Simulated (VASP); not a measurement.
Input of a VASP 6.6.1 run:

INCAR

```
  PREC = Accurate
  ENCUT = 520
  EDIFF = 1E-6
  ISMEAR = 0
  SIGMA = 0.1
  LREAL = False
  LASPH = True
  NELM = 60
  ALGO = Normal
  ISIF = 2
  LWAVE = False
  LCHARG = False
  LDIPOL = True
  IDIPOL = 3
  DIPOL = 0.5 0.5 0.289
  GGA = PS
  NBANDS = 28
```

KPOINTS

```
Automatic mesh
0
Gamma
  10 10 1
```

POSCAR

```
W
1.0
    2.7317561349      0.0000000000      0.0000000000
   -0.9105853783      2.5755243833      0.0000000000
    0.0000000000      0.0000000000     21.3158546942
W
3
Direct
    0.5000000000      0.5000000000      0.1876537468
    0.0000000000      0.0000000000      0.2888907691
    0.5000000000      0.5000000000      0.3901253228
```

Potentials or basis: VASP PAW PBE potentials, release 64 (W_sv).

Run with:

```bash
$ cat potpaw_PBE.64/W_sv/POTCAR > POTCAR
$ mpirun -np 1 vasp_std > vasp.out
```

Task: What does it give for the band gap on the k mesh?

Result: Zero (band 21 reaches 1.74 eV, above the bottom of band 22 at -0.54 eV).

Task: Estimate the largest force.

Result: 0.020 eV/Å.

Forces in eV/Å, atoms in the order of the input:
```
W    0.000  0.000 -0.020
W    0.000  0.000  0.000
W    0.000  0.000  0.020
```

Caveat: the PAW data sets were made with another functional, which shifts forces and pressure a little; spin-orbit coupling is left out, which moves the levels of the heavy elements.
